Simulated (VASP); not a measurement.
# SnO in VASP: single point with PBE+D3(BJ)

Aim: the single point of SnO with PBE+D3(BJ).

Everything below comes from runs of VASP 6.6.1. Logs are shortened: lines on timing, memory, paths and dates and some standing lists are left out, and cuts for length are marked.

**1. The cell of the first run**

The cell holds a slab with vacuum, 8 atoms: a = 3.820 Å, b = 3.820 Å, c = 22.226 Å, α = 90.00°, β = 90.00°, γ = 90.00°.

**2. Single point, PBE+D3(BJ) (layers slid over each other)**

File INCAR:

```
SYSTEM = SnO
  ALGO = Normal
  DIPOL = 0.5 0.5 0.403
  EDIFF = 1E-7
  ENCUT = 520
  GGA = PE
  IDIPOL = 3
  ISIF = 2
  ISMEAR = 0
  IVDW = 12
  LASPH = .TRUE.
  LCHARG = .FALSE.
  LDIPOL = .TRUE.
  LREAL = .FALSE.
  LWAVE = .FALSE.
  NBANDS = 50
  NELM = 80
  PREC = Accurate
  SIGMA = 0.05
```

File KPOINTS:

```
k-points
0
G
  7 7 1
  0 0 0
```

File POSCAR:

```
SnO
1.0
    3.8201635894      0.0000000000      0.0000000000
    0.0000000000      3.8201635894      0.0000000000
    0.0000000000      0.0000000000     22.2260803631
Sn O
4 4
Direct
    0.7500000000      0.2500000000      0.2024648488
    0.2500000000      0.7500000000      0.3087831984
    0.2500000000      1.0000000000      0.4977503906
   -0.2500000000      1.5000000000      0.6040687401
    0.2500000000      0.2500000000      0.2556240236
    0.7500000000      0.7500000000      0.2556240236
   -0.2500000000      1.0000000000      0.5509095654
    0.2500000000      1.5000000000      0.5509095654
```

Potentials or basis: VASP PAW PBE potentials, release 64 (Sn_d, O).

Launch:

```
$ cat potpaw_PBE.64/Sn_d/POTCAR potpaw_PBE.64/O/POTCAR > POTCAR
$ mpirun -np 1 vasp_std > vasp.out
```

OUTCAR:

```text
SYSTEM = SnO
   EDIFF = 1E-7
   ENCUT = 520
   GGA = PE
   ISIF = 2
   ISMEAR = 0
   IVDW = 12
   LASPH = .TRUE.
   LREAL = .FALSE.
   NELM = 80
   PREC = Accurate
 IVDW          = 12

 ion  position               nearest neighbor table
   1  0.750  0.250  0.202-   5 2.25   6 2.25   6 2.25   5 2.25   2 3.59   2 3.59   2 3.59   2 3.59

   2  0.250  0.750  0.309-   5 2.25   6 2.25   5 2.25   6 2.25   1 3.59   1 3.59   1 3.59   1 3.59

   3  0.250  0.000  0.498-   7 2.25   8 2.25   8 2.25   7 2.25   4 3.59   4 3.59   4 3.59   4 3.59

   4  0.750  0.500  0.604-   7 2.25   8 2.25   7 2.25   8 2.25   3 3.59   3 3.59   3 3.59   3 3.59

   5  0.250  0.250  0.256-   1 2.25   2 2.25   2 2.25   1 2.25
   6  0.750  0.750  0.256-   1 2.25   2 2.25   1 2.25   2 2.25
   7  0.750  0.000  0.551-   4 2.25   4 2.25   3 2.25   3 2.25
   8  0.250  0.500  0.551-   4 2.25   4 2.25   3 2.25   3 2.25

  LATTYP: Found a simple tetragonal cell.
 ALAT       =     3.8201635894
 C/A-ratio  =     5.8180964880

  Lattice vectors:

 A1 = (   3.8201635894,   0.0000000000,   0.0000000000)
 A2 = (   0.0000000000,   3.8201635894,   0.0000000000)
 A3 = (   0.0000000000,   0.0000000000,  22.2260803631)

Analysis of symmetry for initial positions (statically):
=====================================================================
 Subroutine PRICEL returns:
 Original cell was already a primitive cell.

 Routine SETGRP: Setting up the symmetry group for a
 simple tetragonal supercell.

 Subroutine GETGRP returns: Found  4 space group operations
 (whereof  1 operations were pure point group operations)
 out of a pool of 16 trial point group operations.

The static configuration has the point symmetry C_1 .
 The point group associated with its full space group is C_2h.

Analysis of symmetry for dynamics (positions and initial velocities):
=====================================================================
 Subroutine PRICEL returns:
 Original cell was already a primitive cell.

 Routine SETGRP: Setting up the symmetry group for a
 simple tetragonal supercell.

 Subroutine GETGRP returns: Found  4 space group operations
 (whereof  1 operations were pure point group operations)
 out of a pool of 16 trial point group operations.

The dynamic configuration has the point symmetry C_1 .
 The point group associated with its full space group is C_2h.

 Subroutine INISYM returns: Found  4 space group operations
 (whereof  1 operations are pure point group operations),
 and found     1 'primitive' translations

----------------------------------------------------------------------------------------

                                     Primitive cell

  volume of cell :     324.3596

  direct lattice vectors                    reciprocal lattice vectors
     3.820163589  0.000000000  0.000000000     0.261768895  0.000000000  0.000000000
     0.000000000  3.820163589  0.000000000     0.000000000  0.261768895  0.000000000
     0.000000000  0.000000000 22.226080363     0.000000000  0.000000000  0.044992189

  length of vectors
     3.820163589  3.820163589 22.226080363     0.261768895  0.261768895  0.044992189

  position of ions in fractional coordinates (direct lattice)
     0.750000000  0.250000000  0.202464849
     0.250000000  0.750000000  0.308783198
     0.250000000  0.000000000  0.497750391
     0.750000000  0.500000000  0.604068740
     0.250000000  0.250000000  0.255624024
     0.750000000  0.750000000  0.255624024
     0.750000000  0.000000000  0.550909565
     0.250000000  0.500000000  0.550909565

  ion indices of the primitive-cell ions
   primitive index   ion index
                 1           1
                 2           2
                 3           3
                 4           4
                 5           5
                 6           6
                 7           7
                 8           8

----------------------------------------------------------------------------------------

 KPOINTS: k-points

Automatic generation of k-mesh.
 Grid dimensions read from file:
 generate k-points for:    7    7    1

 Generating k-lattice:

  Cartesian coordinates                     Fractional coordinates (reciprocal lattice)
     0.037395556  0.000000000  0.000000000     0.142857143  0.000000000  0.000000000
     0.000000000  0.037395556  0.000000000     0.000000000  0.142857143  0.000000000
     0.000000000  0.000000000  0.044992189     0.000000000  0.000000000  1.000000000

  Length of vectors
     0.037395556  0.037395556  0.044992189

  Shift w.r.t. Gamma in fractional coordinates (k-lattice)
     0.000000000  0.000000000  0.000000000

 Subroutine IBZKPT returns following result:
 ===========================================

 Found     16 irreducible k-points:

 Following reciprocal coordinates:
            Coordinates               Weight
  0.000000  0.000000  0.000000      1.000000
  0.142857  0.000000  0.000000      2.000000
  0.000000  0.142857  0.000000      2.000000
  0.285714  0.000000  0.000000      2.000000
  0.000000  0.285714  0.000000      2.000000
  0.428571  0.000000  0.000000      2.000000
[... 8 lines left out ...]
 -0.285714  0.428571  0.000000      4.000000
  0.428571  0.428571  0.000000      4.000000
   k-points           NKPTS =     16   k-points in BZ     NKDIM =     16   number of bands    NBANDS=     50
   number of dos      NEDOS =    301   number of ions     NIONS =      8
   total plane-waves  NPLWV = 131712
   dimension x,y,z NGX =    28 NGY =   28 NGZ =  168
   dimension x,y,z NGXF=    56 NGYF=   56 NGZF=  336
   ions per type =               4   4
   NGX,Y,Z   is equivalent  to a cutoff of  12.19, 12.19, 12.57 a.u.
   NGXF,Y,Z  is equivalent  to a cutoff of  24.37, 24.37, 25.13 a.u.
 SYSTEM =  SnO
   PREC   = accura    normal or accurate (medium, high low for compatibility)
   ISTART =      0    job   : 0-new  1-cont  2-samecut
   ICHARG =      2    charge: 1-file 2-atom 10-const
   ISPIN  =      1    spin polarized calculation?
   LNONCOLLINEAR =      F non collinear calculations
   LSORBIT =      F    spin-orbit coupling
   LASPH  =      T    aspherical Exc in radial PAW
   ENCUT  =  520.0 eV  38.22 Ry    6.18 a.u.   7.10  7.10 41.33*2*pi/ulx,y,z
   NELM   =     80;   NELMIN=  2; NELMDL= -5     # of ELM steps
   EDIFF  = 0.1E-06   stopping-criterion for ELM
   LREAL  =      F    real-space projection
   EDIFFG = 0.1E-05   stopping-criterion for IOM
   NSW    =      0    number of steps for IOM
   IBRION =     -1    ionic relax: 0-MD 1-quasi-New 2-CG
   NFREE  =      0    steps in history (QN), initial steepest desc. (CG)
   ISIF   =      2    stress and relaxation
   ISYM   =      2    0-nonsym 1-usesym 2-fastsym
   POTIM  = 0.5000    time-step for ionic-motion
   TEBEG  =    0.0;   TEEND  =   0.0 temperature during run
   PSTRESS=    0.0 pullay stress
   NELECT =      80.0000    total number of electrons
   NUPDOWN=      -1.0000    fix difference up-down
   EMIN   =  10.00;   EMAX   =-10.00  energy-range for DOS
   EFERMI =   0.00;   METHOD = LEGACY
   ISMEAR =     0;   SIGMA  =   0.05  broadening in eV -4-tet -1-fermi 0-gaus
   EFERMI_NEDOS =   21; number of points for ismear=-14 and -15
   IALGO  =     38    algorithm
   IMIX   =      4    mixing-type and parameters
     AMIX     =   0.40;   BMIX     =  1.00
     AMIX_MAG =   1.60;   BMIX_MAG =  1.00
  volume/ion in A,a.u.               =      40.54       273.61
  Fermi-wavevector in a.u.,A,eV,Ry     =   1.026666  1.940118 14.341130  1.054043
  Thomas-Fermi vector in A             =   2.160571
   LORBIT       =      0    0 simple, 1 ext, 2 COOP (PROOUT), +10 PAW based schemes
   GGA     = PE    functional components
   LHFCALC =     F    Hartree Fock is set to
   AEXX    =    0.0000 exact exchange contribution
   IVDW    =    12    specifies the selected vdW correction
   LEPSILON=     F    determine dielectric tensor
   LRPA    =     F    only Hartree local field effects (RPA)
 non-spin polarized calculation
 Gauss-broadening in eV      SIGMA  =   0.05
  energy-cutoff  :      520.00
  volume of cell :      324.36
 maximum number of plane-waves:      8769
   NGX = 15   NGY = 15   NGZ = 83

 dipolmoment           0.000000      0.000000      0.000006 electrons x Angstroem

 number of electron      79.9999970 magnetization

 dipolmoment           0.000000      0.000000     -0.000002 electrons x Angstroem

 Free energy of the ion-electron system (eV)
  ---------------------------------------------------
  ext. energy  EPLUGINS =         0.00000000
  ---------------------------------------------------
  free energy    TOTEN  =       -45.14489127 eV

  energy without entropy =      -45.14489127  energy(sigma->0) =      -45.14489127

 E-fermi :   0.0613     XC(G=0):  -5.3143

 val. band max:       -0.1875911926   @ k =   0.1429   0.1429   0.0000
 cond. band min:       2.2502321744   @ k =   0.4286   0.0000   0.0000
 fundamental gap:      2.4378233669
 Fermi energy:         0.0613211521

 k-point     1 :       0.0000    0.0000    0.0000
  band No.  band energies     occupation
      1     -21.0466      2.00000
      2     -21.0466      2.00000
      3     -20.6860      2.00000
      4     -20.6860      2.00000
      5     -20.6489      2.00000
      6     -20.6483      2.00000
[... 42 lines left out ...]
     49       5.2011      0.00000
     50       5.2349      0.00000

 k-point     2 :       0.1429    0.0000    0.0000
  band No.  band energies     occupation
      1     -21.0377      2.00000
      2     -21.0376      2.00000
      3     -20.6867      2.00000
      4     -20.6866      2.00000
      5     -20.6501      2.00000
      6     -20.6501      2.00000
[... 734 lines left out ...]
 k-point    16 :       0.4286    0.4286    0.0000
  band No.  band energies     occupation
      1     -20.9878      2.00000
      2     -20.9874      2.00000
      3     -20.9738      2.00000
      4     -20.9735      2.00000
      5     -20.6530      2.00000
      6     -20.6529      2.00000
[... 42 lines left out ...]
     49       6.0997      0.00000
     50       6.1994      0.00000

------------------------ aborting loop because EDIFF is reached ----------------------------------------

 vacuum level on the upper side and lower side of the slab       (xc-potential included)        -0.144        -0.140

 Edisp (eV)   -1.23721

 E8    (eV) :    -0.5468

  FORCE on cell =-STRESS in cart. coord.  units (eV):
  Direction    XX          YY          ZZ          XY          YZ          ZX
  --------------------------------------------------------------------------------------
  -------------------------------------------------------------------------------------
  Total       0.21384     0.26009     0.21665     0.00000     0.26357     0.00000
  in kB       1.05626     1.28474     1.07013     0.00000     1.30192     0.00000
  external pressure =        1.14 kB  Pullay stress =        0.00 kB

 VOLUME and BASIS-vectors are now :
 -----------------------------------------------------------------------------
  energy-cutoff  :      520.00
  volume of cell :      324.36
      direct lattice vectors                 reciprocal lattice vectors
     3.820163589  0.000000000  0.000000000     0.261768895  0.000000000  0.000000000
     0.000000000  3.820163589  0.000000000     0.000000000  0.261768895  0.000000000
     0.000000000  0.000000000 22.226080363     0.000000000  0.000000000  0.044992189

 POSITION                                       TOTAL-FORCE (eV/Angst)
 -----------------------------------------------------------------------------------
      2.86512      0.95504      4.50000         0.000000     -0.004914     -0.083326
      0.95504      2.86512      6.86304         0.000000     -0.029025      0.081470
      0.95504      0.00000     11.06304         0.000000      0.029025     -0.081470
      2.86512      1.91008     13.42608         0.000000      0.004914      0.083326
      0.95504      0.95504      5.68152         0.000000     -0.024670      0.002084
      2.86512      2.86512      5.68152         0.000000      0.009752      0.002557
      2.86512      0.00000     12.24456         0.000000     -0.009752     -0.002557
      0.95504      1.91008     12.24456         0.000000      0.024670     -0.002084
 -----------------------------------------------------------------------------------
    total drift:                                0.000000      0.000000     -0.000117

  FREE ENERGIE OF THE ION-ELECTRON SYSTEM (eV)
  ---------------------------------------------------
  free  energy   TOTEN  =       -46.3821043607 eV

  energy  without entropy=      -46.3821043607  energy(sigma->0) =      -46.38210436

 vacuum level on the upper side and lower side of the slab         4.813         4.818
```

Run time: 9.4 min. Hardware: 1 thread of AMD EPYC 7R43 (Zen 3), shared host; peak memory 0.41 GiB.

What came out:

```yaml
Free_energy: -46.3821 eV
Largest_force: 0.086 eV/Å
Band_gap_on_the_k_mesh: 2.44 eV (least direct gap 2.56 eV)
Dispersion_energy_per_atom: -0.155 eV
```

Forces on the atoms (eV/Å):
```
Sn   0.000 -0.005 -0.083
Sn   0.000 -0.029  0.081
Sn   0.000  0.029 -0.081
Sn   0.000  0.005  0.083
O    0.000 -0.025  0.002
O    0.000  0.010  0.003
O    0.000 -0.010 -0.003
O    0.000  0.025 -0.002
```

Caveat: the cell differs from its parent crystal (layers slid over each other); spin-orbit coupling is left out, which moves the levels of the heavy elements.
